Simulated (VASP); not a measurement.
# Mn (Im-3m) in VASP: notebook, part 2 of 2

VASP 6.6.1.

### Step 6. Single point, r2SCAN (11.78 Å³/atom)

This run uses another cell than the first one, of 11.78 Å³/atom.

POSCAR

```
Mn
1.0
   -1.4334280401      1.4334280401      1.4334280401
    1.4334280401     -1.4334280401      1.4334280401
    1.4334280401      1.4334280401     -1.4334280401
Mn
1
Direct
    0.0000000000      0.0000000000      0.0000000000
```

INCAR.step1

```
SYSTEM = Mn
  PREC = Accurate
  ENCUT = 520
  ISMEAR = -1
  SIGMA = 0.1
  LREAL = .False.
  LASPH = .True.
  NELM = 60
  NBANDS = 12
  GGA = PE
  ALGO = Normal
  EDIFF = 1E-4
  LWAVE = .True.
  LCHARG = .False.
```

INCAR.step2

```
SYSTEM = Mn
  PREC = Accurate
  ENCUT = 520
  EDIFF = 1E-7
  ISMEAR = -1
  SIGMA = 0.1
  LREAL = .False.
  LASPH = .True.
  NELM = 60
  ALGO = Normal
  ISIF = 2
  LWAVE = .False.
  LCHARG = .False.
  METAGGA = R2SCAN
  LMIXTAU = .True.
  NBANDS = 12
  ISTART = 1
```

KPOINTS

```
Automatic mesh
0
Gamma
  18 18 18
  0 0 0
```

Potentials or basis: VASP PAW PBE potentials, release 64 (Mn_pv).

Run with:

```console
> cat potpaw_PBE.64/Mn_pv/POTCAR > POTCAR
> cp INCAR.step1 INCAR
> mpirun -np 1 vasp_std > vasp.out
> cp INCAR.step2 INCAR
> mpirun -np 1 vasp_std > vasp.out
```

OUTCAR:

```text
SYSTEM = Mn
   PREC = Accurate
   ENCUT = 520
   EDIFF = 1E-7
   ISMEAR = -1
   LREAL = .False.
   LASPH = .True.
   NELM = 60
   ISIF = 2
   METAGGA = R2SCAN
   ISTART = 1

 ion  position               nearest neighbor table
   1  0.000  0.000  0.000-

  LATTYP: Found a body centered cubic cell.
 ALAT       =     2.8668560802

  Lattice vectors:

 A1 = (  -1.4334280401,   1.4334280401,   1.4334280401)
 A2 = (   1.4334280401,  -1.4334280401,   1.4334280401)
[... 537 lines left out ...]
     11      26.0061      0.00000
     12      29.6063      0.00000

 [... further k-points ...]

------------------------ aborting loop because EDIFF is reached ----------------------------------------

  FORCE on cell =-STRESS in cart. coord.  units (eV):
  Direction    XX          YY          ZZ          XY          YZ          ZX
  --------------------------------------------------------------------------------------
  -------------------------------------------------------------------------------------
  Total       -1.9545016     -1.9545016     -1.9545016     -0.0000000      0.0000000      0.0000000
  in kB     -265.8024287   -265.8024287   -265.8024287     -0.0000000      0.0000000      0.0000000
  external PRESSURE =    -265.8024287 kB  Pullay stress =       0.0000000 kB

 VOLUME and BASIS-vectors are now :
 -----------------------------------------------------------------------------
  energy-cutoff  :      520.00
  volume of cell :       11.78
      direct lattice vectors                 reciprocal lattice vectors
    -1.433428040  1.433428040  1.433428040     0.000000000  0.348814162  0.348814162
     1.433428040 -1.433428040  1.433428040     0.348814162  0.000000000  0.348814162
     1.433428040  1.433428040 -1.433428040     0.348814162  0.348814162  0.000000000

 POSITION                                       TOTAL-FORCE (eV/Angst)
 -----------------------------------------------------------------------------------
      0.00000      0.00000      0.00000         0.000000      0.000000      0.000000
 -----------------------------------------------------------------------------------
    total drift:                                0.000000     -0.000000      0.000000

  FREE ENERGIE OF THE ION-ELECTRON SYSTEM (eV)
  ---------------------------------------------------
  free  energy   TOTEN  =       -14.1405019821 eV

  energy  without entropy=      -14.0703888169  energy(sigma->0) =      -14.10544540
```

OUTCAR.step1:

```text
SYSTEM = Mn
   PREC = Accurate
   ENCUT = 520
   ISMEAR = -1
   LREAL = .False.
   LASPH = .True.
[... 576 lines left out ...]
 -----------------------------------------------------------------------------------
      0.00000      0.00000      0.00000         0.000000     -0.000000     -0.000000
 -----------------------------------------------------------------------------------
    total drift:                                0.000000      0.000000      0.000000

  FREE ENERGIE OF THE ION-ELECTRON SYSTEM (eV)
  ---------------------------------------------------
  free  energy   TOTEN  =        -8.8077184935 eV

  energy  without entropy=       -8.7252675911  energy(sigma->0) =       -8.76649304
```

OSZICAR.step1:

```text
N       E                     dE             d eps       ncg     rms          rms(c)
DAV:   1     0.821390674743E+02    0.82139E+02   -0.78236E+03  4736   0.136E+03
DAV:   2    -0.906129798000E+01   -0.91200E+02   -0.87686E+02  4752   0.317E+02
DAV:   3    -0.105557437325E+02   -0.14944E+01   -0.14883E+01  5064   0.477E+01
DAV:   4    -0.105658914108E+02   -0.10148E-01   -0.10147E-01  5060   0.382E+00
DAV:   5    -0.105660341497E+02   -0.14274E-03   -0.14274E-03  5064   0.450E-01    0.123E+01
DAV:   6    -0.889303321436E+01    0.16730E+01   -0.54185E+00  4776   0.446E+01    0.229E+00
DAV:   7    -0.881900932503E+01    0.74024E-01   -0.26716E-01  4832   0.947E+00    0.930E-01
DAV:   8    -0.880843611464E+01    0.10573E-01   -0.58133E-03  5120   0.123E+00    0.291E-01
DAV:   9    -0.880772992939E+01    0.70619E-03   -0.16680E-03  4776   0.728E-01    0.286E-02
DAV:  10    -0.880771849352E+01    0.11436E-04   -0.14035E-05  2448   0.534E-02
   1 F= -.88077185E+01 E0= -.87664930E+01  d E =-.824509E-01
```

It took 2.6 min on 1 thread of Intel Xeon 8259CL, shared host; peak memory 0.14 GiB.

Results:

- Free energy: -14.1405 eV
- Pressure: -26.6 GPa
- Band gap on the k mesh: zero (an odd number of electrons rules out a gap without spin polarisation)

Caveat: the cell stands under tension; the PAW data sets were made with another functional, which shifts forces and pressure a little; the run has no spin polarisation, though such a crystal can be magnetic. Spin polarisation is off, so any magnetic state and its effect on volume and gap are missing.

### Step 7. Overview

| cell | gap on the mesh (eV) | pressure (GPa) |
| --- | --- | --- |
| a = 2.358 Å, angles 109.5°, 1 atom | none | 13.9 |
| a = 2.391 Å, angles 109.5°, 1 atom | none | 0.4 |
| a = 2.422 Å, angles 109.5°, 1 atom | none | -10.6 |
| a = 2.453 Å, angles 109.5°, 1 atom | none | -19.6 |
| a = 2.483 Å, angles 109.5°, 1 atom | none | -26.6 |

Alike in all rows: task single point; level r2SCAN; potentials or basis VASP PAW PBE potentials, release 64 (Mn_pv); no spin polarisation; k mesh 18 × 18 × 18; cutoff (eV) 520; smearing fermi-dirac 0.1 eV.

Caveats: the PAW data sets were made with another functional, which shifts forces and pressure a little; the run has no spin polarisation, though such a crystal can be magnetic; the cell stands under tension (at least some runs); the cell stands under pressure (at least some runs).

Total energies depend on the potentials used, so only differences within one code and one set of settings carry meaning.
